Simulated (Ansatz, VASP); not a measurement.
**SiC in VASP and in Ansatz**

File INCAR:

```
SYSTEM = SiC
ALGO = Normal ; EDIFF = 1E-6
ENCUT = 520 ; GGA = PE
ISIF = 2 ; ISMEAR = 0
LASPH = .TRUE. ; LCHARG = .FALSE.
LREAL = .FALSE. ; LWAVE = .FALSE.
NBANDS = 36 ; NELM = 60
PREC = Accurate ; SIGMA = 0.05
```

File KPOINTS:

```
k-points
0
G
  6 9 3
  0 0 0
```

Contents of POSCAR:

```
SiC
1.0
    4.3480000000      0.0000000000      0.0000000000
    0.0000000000      2.1740000000     -2.1740000000
    0.0000000000      8.6433203436      8.6433203436
Si C
6 6
Direct
    0.0000000000      0.0000000000      0.6916776265
    0.5000000000      0.5000000000      0.0628683513
    0.0000000000      0.0000000000      0.1886302064
    0.5000000000      0.5000000000      0.3143920614
    0.0000000000      0.0000000000      0.4401539164
    0.5000000000      0.5000000000      0.5659157714
    0.7500000000      0.0000000000      0.3143920614
    0.2500000000      0.5000000000      0.4401539164
    0.7500000000      0.0000000000      0.5659157714
    0.2500000000      0.5000000000      0.6916776265
    0.7500000000      0.0000000000      0.0628683513
    0.2500000000      0.5000000000      0.1886302064
```

Input for Ansatz:

```yaml
crystal:
  lattice:
    - [4.348, 0.0, 0.0]
    - [0.0, 2.174, -2.174]
    - [0.0, 8.6433203436, 8.6433203436]
  atoms:
    - { symbol: Si, position: [0.0, 0.0, 0.6916776265] }
    - { symbol: Si, position: [0.5, 0.5, 0.0628683513] }
    - { symbol: Si, position: [0.0, 0.0, 0.1886302064] }
    - { symbol: Si, position: [0.5, 0.5, 0.3143920614] }
    - { symbol: Si, position: [0.0, 0.0, 0.4401539164] }
    - { symbol: Si, position: [0.5, 0.5, 0.5659157714] }
    - { symbol: C, position: [0.75, 0.0, 0.3143920614] }
    - { symbol: C, position: [0.25, 0.5, 0.4401539164] }
    - { symbol: C, position: [0.75, 0.0, 0.5659157714] }
    - { symbol: C, position: [0.25, 0.5, 0.6916776265] }
    - { symbol: C, position: [0.75, 0.0, 0.0628683513] }
    - { symbol: C, position: [0.25, 0.5, 0.1886302064] }
basis:
  ecutwfc: 420
kpoints:
  mp_grid: { grid: [6, 9, 3] }
hamiltonian:
  xc: pbe
scf:
  occupations: { method: gaussian, width: 0.05 }
output:
  forces: true
  stress: true
  eigenvalues: true
```

Alike in both runs: task single point; functional PBE; k mesh 6 × 9 × 3; occupations gaussian, width 0.05 eV; no spin polarisation.

```csv
,VASP,Ansatz
version,VASP 6.6.1,Ansatz 0.2.0
potentials or method,"VASP PAW PBE potentials, release 64 (Si, C), cutoff 520 eV","scalar-relativistic, plane waves, PAW"
valence electrons in the cell,48,48
```

VASP gave:

| Quantity | Value |
| --- | --- |
| gap on the k mesh at the Fermi level (eV) | 0.35 |
| least direct gap on the mesh (eV) | 0.42 |
| pressure (GPa) | -1.5 |
| traceless stress, the component that is largest in VASP (GPa) | -1.83 |
| rms of the force components (eV/Å) | 0.947 |

Question: Which values does Ansatz return?

Answer: gap on the k mesh at the Fermi level (eV): 0.36; least direct gap on the mesh (eV): 0.43; pressure (GPa): -1.5; traceless stress, the component that is largest in VASP (GPa): -1.83; rms of the force components (eV/Å): 0.949.

Atom by atom the forces differ by 0.004 eV/Å (rms over components).
